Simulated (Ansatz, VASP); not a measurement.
## Ir: VASP beside Ansatz

```
Ir
1.0
     2.69540    0.00000    0.00000
    -1.34770    2.33429    0.00000
     0.00000    0.00000   21.69830
Ir
5
Direct
  0.83333 0.16667 0.29956
  0.16667 0.83333 0.39879
  0.50000 0.50000 0.50000
  0.83333 0.16667 0.60121
  0.16667 0.83333 0.70044
```

Alike in both runs: task single point; functional LDA; k mesh 15 × 15 × 1; occupations fermi-dirac, width 0.08 eV; no spin polarisation.

|  | VASP | Ansatz |
| --- | --- | --- |
| version | VASP 6.6.1 | Ansatz 0.2.0 |
| potentials or method | VASP PAW LDA potentials, release 64 (Ir_sv_GW) | PAW with Ansatz's default frozen-core files, scalar-relativistic |
| plane-wave cutoff (eV) | 420 | 420 |
| valence electrons in the cell | 85 | 85 |

Ansatz gave:

* rms of the force components (eV/Å): 0.003

Problem. What did VASP give for the same quantities?

Solution. rms of the force components (eV/Å): 0.026.

LDA's correlation is that of Perdew and Zunger in VASP and of Perdew and Wang (1992) in Ansatz. Atom by atom the forces differ by 0.028 eV/Å (rms over components). Ansatz's warnings: vacuum density over bound.

Spin-orbit coupling is off throughout.
